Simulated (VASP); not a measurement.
# CuAu (P4/mmm) in VASP: notebook, part 2 of 2

VASP 6.6.1. The steps go on from the part before.

## Step 5: Single point, PBE (strain -0.015 along x and y, +0.030 along z)

File INCAR:

```
SYSTEM = CuAu
ALGO = Fast
EDIFF = 1E-7
ENCUT = 520
GGA = PE
ISIF = 2
ISMEAR = 0
LASPH = .TRUE.
LCHARG = .TRUE.
LELF = .TRUE.
LREAL = .FALSE.
LVHAR = .TRUE.
LWAVE = .FALSE.
NBANDS = 18
NELM = 60
PREC = Accurate
SIGMA = 0.15
```

File KPOINTS:

```
k-points
0
G
  18 18 14
  0 0 0
```

File POSCAR:

```
CuAu
1.0
    2.7580000000      0.0000000000      0.0000000000
    0.0000000000      2.7580000000      0.0000000000
    0.0000000000      0.0000000000      3.7801000000
Cu Au
1 1
Direct
    0.5000000000      0.5000000000      0.5000000000
    0.0000000000      0.0000000000      0.0000000000
```

Potentials or basis: VASP PAW PBE potentials, release 64 (Cu, Au).

Launch:

```
> cat potpaw_PBE.64/Cu/POTCAR potpaw_PBE.64/Au/POTCAR > POTCAR
> mpirun -np 1 vasp_std > vasp.out
```

OUTCAR:

```text
SYSTEM = CuAu
   EDIFF = 1E-7
   ENCUT = 520
   GGA = PE
   ISIF = 2
   ISMEAR = 0
   LASPH = .TRUE.
   LREAL = .FALSE.
   NELM = 60
   PREC = Accurate

 ion  position               nearest neighbor table
   1  0.500  0.500  0.500-   2 2.72   2 2.72   2 2.72   2 2.72   2 2.72   2 2.72   2 2.72   2 2.72

   2  0.000  0.000  0.000-   1 2.72   1 2.72   1 2.72   1 2.72   1 2.72   1 2.72   1 2.72   1 2.72

  LATTYP: Found a simple tetragonal cell.
 ALAT       =     2.7580000000
 C/A-ratio  =     1.3705946338

  Lattice vectors:

 A1 = (   2.7580000000,   0.0000000000,   0.0000000000)
[... 676 lines left out ...]
      6       5.0792      2.00000
[... 10 lines left out ...]
     17      23.1699      0.00000
     18      26.9465      0.00000

 [... further k-points ...]
[... 5 lines left out ...]
  --------------------------------------------------------------------------------------
  -------------------------------------------------------------------------------------
  Total        1.4535280      1.4535280      0.8809770      0.0000000      0.0000000     -0.0000000
  in kB       80.9920113     80.9920113     49.0889043      0.0000000      0.0000000     -0.0000000
  external PRESSURE =      70.3576423 kB  Pullay stress =       0.0000000 kB

 VOLUME and BASIS-vectors are now :
 -----------------------------------------------------------------------------
  energy-cutoff  :      520.00
  volume of cell :       28.75
      direct lattice vectors                 reciprocal lattice vectors
     2.758000000  0.000000000  0.000000000     0.362581581  0.000000000  0.000000000
     0.000000000  2.758000000  0.000000000     0.000000000  0.362581581  0.000000000
     0.000000000  0.000000000  3.780100000     0.000000000  0.000000000  0.264543266

 POSITION                                       TOTAL-FORCE (eV/Angst)
 -----------------------------------------------------------------------------------
      1.37900      1.37900      1.89005         0.000000      0.000000      0.000000
      0.00000      0.00000      0.00000         0.000000      0.000000      0.000000
 -----------------------------------------------------------------------------------
    total drift:                                0.000000      0.000000     -0.000000

  FREE ENERGIE OF THE ION-ELECTRON SYSTEM (eV)
  ---------------------------------------------------
  free  energy   TOTEN  =        -7.0296321724 eV

  energy  without entropy=       -7.0236708368  energy(sigma->0) =       -7.02665150
```

OSZICAR:

```text
N       E                     dE             d eps       ncg     rms          rms(c)
DAV:   1     0.128557973619E+03    0.12856E+03   -0.10989E+04 17170   0.173E+03
DAV:   2    -0.264424051560E+01   -0.13120E+03   -0.12303E+03 16064   0.298E+02
DAV:   3    -0.793378963667E+01   -0.52895E+01   -0.51492E+01 18456   0.692E+01
DAV:   4    -0.800890660278E+01   -0.75117E-01   -0.75060E-01 19854   0.691E+00
DAV:   5    -0.801077493944E+01   -0.18683E-02   -0.18683E-02 20426   0.112E+00    0.119E+01
RMM:   6    -0.739097611546E+01    0.61980E+00   -0.41312E+00 18338   0.323E+01    0.573E+00
RMM:   7    -0.712942958592E+01    0.26155E+00   -0.16245E+00 18265   0.185E+01    0.618E+00
RMM:   8    -0.703248573670E+01    0.96944E-01   -0.20511E-01 18718   0.627E+00    0.243E+00
RMM:   9    -0.703743593222E+01   -0.49502E-02   -0.49802E-02 20442   0.373E+00    0.100E+00
RMM:  10    -0.702970693311E+01    0.77290E-02   -0.37518E-02 19510   0.266E+00    0.258E-01
RMM:  11    -0.702962069810E+01    0.86235E-04   -0.58185E-03 21480   0.821E-01    0.121E-01
RMM:  12    -0.702972261572E+01   -0.10192E-03   -0.11018E-03 22280   0.280E-01    0.907E-02
RMM:  13    -0.702963955124E+01    0.83064E-04   -0.36301E-04 19542   0.272E-01    0.473E-02
RMM:  14    -0.702963196146E+01    0.75898E-05   -0.89220E-05 22655   0.810E-02    0.105E-02
RMM:  15    -0.702963222806E+01   -0.26659E-06   -0.97091E-06 23027   0.277E-02    0.713E-03
RMM:  16    -0.702963208507E+01    0.14299E-06   -0.16247E-06 20977   0.117E-02    0.186E-03
RMM:  17    -0.702963219410E+01   -0.10904E-06   -0.35332E-07 15420   0.538E-03    0.397E-03
RMM:  18    -0.702963217238E+01    0.21718E-07   -0.90183E-08 10184   0.377E-03
   1 F= -.70296322E+01 E0= -.70266515E+01  d E =-.596134E-02
```

Run time: 2 min. Hardware: 1 thread of Intel Xeon 6975P-C (Granite Rapids), shared host; peak memory 0.34 GiB.

Results:

```
Free energy            : -7.0296 eV
Pressure               : 7.0 GPa
Band gap on the k mesh : zero (band 11 reaches 14.48 eV, above the bottom of band 12 at 7.00 eV)
```

Levels at points of the mesh, in eV from the Fermi level:
```tsv
k point	band 7	band 8	band 9	band 10	band 11	band 12	band 13	band 14	band 15	band 16
(0.00, 0.00, 0.00)	-2.89	-2.27	-1.73	-1.51	-1.51	1.45	7.30	10.62	10.62	17.20
(0.50, 0.00, 0.00)	-3.15	-3.03	-2.41	-2.20	-0.77	0.09	8.91	9.08	10.73	11.10
(0.50, 0.50, 0.00)	-1.61	-1.51	-1.46	-1.46	0.87	0.87	5.64	7.21	9.78	11.32
(0.00, 0.00, 0.50)	-3.30	-2.69	-2.50	-2.32	-2.32	-1.96	14.72	14.94	14.94	14.95
(0.50, 0.00, 0.50)	-1.79	-1.71	-1.68	-1.64	-1.14	-1.12	2.79	4.31	16.12	16.55
(0.50, 0.50, 0.50)	-3.21	-2.21	-1.60	-1.51	5.53	5.53	5.63	6.64	6.90	6.90
```

Caveat: the cell differs from its parent crystal (strain -0.015 along x and y, +0.030 along z); spin-orbit coupling is left out, which moves the levels of the heavy elements.

## Step 6: Single point, PBE (strain +0.015 along x and y, -0.030 along z)

File INCAR:

```
SYSTEM = CuAu
PREC     = Accurate       ! precision mode
ENCUT    = 520            ! plane-wave cutoff, eV
EDIFF    = 1E-6           ! SCF threshold, eV
ISMEAR   = 0              ! smearing method
SIGMA    = 0.15           ! smearing width, eV
LREAL    = .False.        ! projectors in reciprocal space
LASPH    = .True.         ! aspherical terms in the spheres
NELM     = 80             ! most SCF steps
ALGO     = Fast           ! electronic algorithm
ISIF     = 2              ! what is computed and relaxed
LWAVE    = .False.        ! write WAVECAR
LCHARG   = .False.        ! write CHGCAR
GGA      = PE             ! functional
NBANDS   = 18             ! bands
```

File KPOINTS:

```
regular mesh
0
Gamma
  18 18 14
  0 0 0
```

File POSCAR:

```
CuAu
1.0
    2.8420000000      0.0000000000      0.0000000000
    0.0000000000      2.8420000000      0.0000000000
    0.0000000000      0.0000000000      3.5599000000
Cu Au
1 1
Direct
    0.5000000000      0.5000000000      0.5000000000
    0.0000000000      0.0000000000      0.0000000000
```

Potentials or basis: VASP PAW PBE potentials, release 64 (Cu, Au).

Launch:

```
> cat potpaw_PBE.64/Cu/POTCAR potpaw_PBE.64/Au/POTCAR > POTCAR
> mpirun -np 1 vasp_std > vasp.out
```

It took 1.8 min on 1 thread of Intel Xeon 6975P-C (Granite Rapids), shared host; peak memory 0.34 GiB.

Results (log left out):

- Free energy: -7.0427 eV
- Pressure: 6.8 GPa
- Band gap on the k mesh: zero (band 11 reaches 14.13 eV, above the bottom of band 12 at 6.84 eV)

Stress tensor (GPa, compression positive):
```
6.75 0.00 0.00
0.00 6.75 0.00
0.00 0.00 6.94
```

Levels at points of the mesh, in eV from the Fermi level:
```
           k point  band 8  band 9  band 10  band 11  band 12  band 13  band 14  band 15
(0.00, 0.00, 0.00)   -2.14   -1.74    -1.52    -1.52     2.74     8.97     9.48     9.48
(0.50, 0.00, 0.00)   -3.06   -2.52    -2.30    -1.04    -0.40    10.01    10.05    11.83
(0.50, 0.50, 0.00)   -1.76   -1.38    -1.38     0.35     0.35     4.77     6.66    10.49
(0.00, 0.00, 0.50)   -2.90   -2.45    -2.45    -2.31    -2.10    14.05    14.38    14.38
(0.50, 0.00, 0.50)   -1.84   -1.59    -1.54    -1.09    -1.08     2.65     4.58    15.59
(0.50, 0.50, 0.50)   -2.19   -1.84    -1.76     5.19     5.51     5.51     5.89     6.69
```

Caveat: the cell differs from its parent crystal (strain +0.015 along x and y, -0.030 along z); spin-orbit coupling is left out, which moves the levels of the heavy elements.

## Step 7: Overview

```csv
cell,further INCAR settings,gap on the mesh (eV),pressure (GPa)
"a = 2.758, b = 2.758, c = 3.670 Å, 2 atoms",ALGO = Fast; EDIFF = 1e-06; NBANDS = 18,none,12.6
"a = 2.800, b = 2.800, c = 3.615 Å, 2 atoms",ALGO = Fast; EDIFF = 1e-07; NBANDS = 18,none,9.4
"a = 2.758, b = 2.758, c = 3.725 Å, 2 atoms",ALGO = Fast; EDIFF = 1e-06; NBANDS = 18,none,9.7
"a = 2.758, b = 2.758, c = 3.780 Å, 2 atoms",ALGO = Fast; EDIFF = 1e-07; NBANDS = 18,none,7.0
"a = 2.842, b = 2.842, c = 3.560 Å, 2 atoms",ALGO = Fast; EDIFF = 1e-06; NBANDS = 18,none,6.8
```

Alike in all rows: task single point; level PBE; potentials or basis VASP PAW PBE potentials, release 64 (Cu, Au); no spin polarisation; k mesh 18 × 18 × 14; cutoff (eV) 520; smearing gaussian 0.15 eV.

Caveats: spin-orbit coupling is left out, which moves the levels of the heavy elements.

Total energies depend on the potentials used, so only differences within one code and one set of settings carry meaning.
